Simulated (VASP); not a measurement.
A run of VASP 6.6.1 is set up as follows.

Contents of INCAR:

```
PREC = Accurate
ENCUT = 520
EDIFF = 1E-7
ISMEAR = -1
SIGMA = 0.1
LREAL = F
LASPH = T
NELM = 100
ALGO = Normal
ISIF = 2
LWAVE = F
LCHARG = T
GGA = PE
LELF = T
LVHAR = T
NBANDS = 30
```

The input KPOINTS:

```
regular mesh
0
Gamma
  10 10 3
```

File POSCAR:

```
La
1.0
    3.7726980745      0.0000000000      0.0000000000
   -1.8863490372      3.2672523733      0.0000000000
    0.0000000000      0.0000000000     12.1127039097
La
4
Direct
    0.0000000000      1.0000000000      1.0000000000
    0.0000000000      1.0000000000      0.5000000000
    0.3333333333      0.6666666667      0.7500000000
    0.6666666667      0.3333333333      0.2500000000
```

Potentials or basis: VASP PAW PBE potentials, release 64 (La).

The run is started by

```bash
$ cat potpaw_PBE.64/La/POTCAR > POTCAR
$ mpirun -np 1 vasp_std > vasp.out
```

Q: Predict the band gap on the k mesh.

A: Zero (bands 22 and 23 overlap by 1.22 eV).

Q: What does it give for the pressure?

A: 0.1 GPa.

Caveat: spin-orbit coupling is left out, which moves the levels of the heavy elements.
